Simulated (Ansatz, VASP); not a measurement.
## Na2IF in VASP and in Ansatz

```
F I Na
1.0
     1.99850    1.15383    6.21463
    -1.99850    1.15383    6.21463
     0.00000   -2.30767    6.21463
F I Na
1 1 2
Direct
  0.00000 0.00000 0.00000
  0.50000 0.50000 0.50000
  0.27390 0.27390 0.27390
  0.72610 0.72610 0.72610
```

Change from the starting cell: uniaxial_z strain -3.1%.

Alike in both runs: task single point; functional r2SCAN; k mesh 8 × 8 × 8; no spin polarisation.

```csv
,VASP,Ansatz
version,VASP 6.6.1,Ansatz 0.2.0
potentials or method,"VASP PAW PBE potentials, release 64 (F, I, Na_pv)","plane waves, PAW"
plane-wave cutoff (eV),520,500
occupations,"gaussian, width 0.01 eV",fixed
valence electrons in the cell,28,42
```

```csv
,VASP,Ansatz,Ansatz less VASP
gap on the k mesh at the Fermi level (eV),2.69,2.68,-0.012
pressure (GPa),0.5,0.7,+0.22
"traceless stress, the component that is largest in VASP (GPa)",0.42,0.40,-0.017
```

VASP's potentials were made for PBE, not for r2SCAN. VASP's potentials hold 28 valence electrons a cell and Ansatz's 42, so a difference there can come from the potentials and not from the codes.

Spin-orbit coupling is off throughout.
